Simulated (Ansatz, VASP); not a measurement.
**One calculation of Ti3Al, two programs**

```
CELL_PARAMETERS angstrom
2.73039 0.00000 0.00000
-1.36519 2.36458 0.00000
0.00000 0.00000 9.72891
ATOMIC_POSITIONS crystal
Ti 0.66667 0.33333 0.00000
Ti 0.33333 0.66667 0.75117
Ti 0.33333 0.66667 0.24883
Al 0.66667 0.33333 0.50000
```

Alike in both runs: task single point; functional PBEsol; k mesh 18 × 18 × 6; occupations gaussian, width 0.15 eV; no spin polarisation.

```csv
,VASP,Ansatz
version,VASP 6.6.1,Ansatz 0.2.0
potentials or method,"VASP PAW PBE potentials, release 64 (Ti_sv, Al), cutoff 520 eV","scalar-relativistic, plane waves, PAW"
valence electrons in the cell,39,39
```

VASP gave:

- gap on the k mesh at the Fermi level (eV): none
- pressure (GPa): 6.1
- traceless stress, the component that is largest in VASP (GPa): -10.82
- rms of the force components (eV/Å): 0.180

Task: Which values does Ansatz return?

Result: gap on the k mesh at the Fermi level (eV): none; pressure (GPa): 6.4; traceless stress, the component that is largest in VASP (GPa): -10.95; rms of the force components (eV/Å): 0.185.

VASP's potentials were made for PBE, not for PBEsol, and Ansatz warns of the same on its side. Atom by atom the forces differ by 0.005 eV/Å (rms over components). A gap of «none» marks a metal or a gap that the smearing closes. The functional is the same, so the differences come from potentials, cutoffs and numerics.
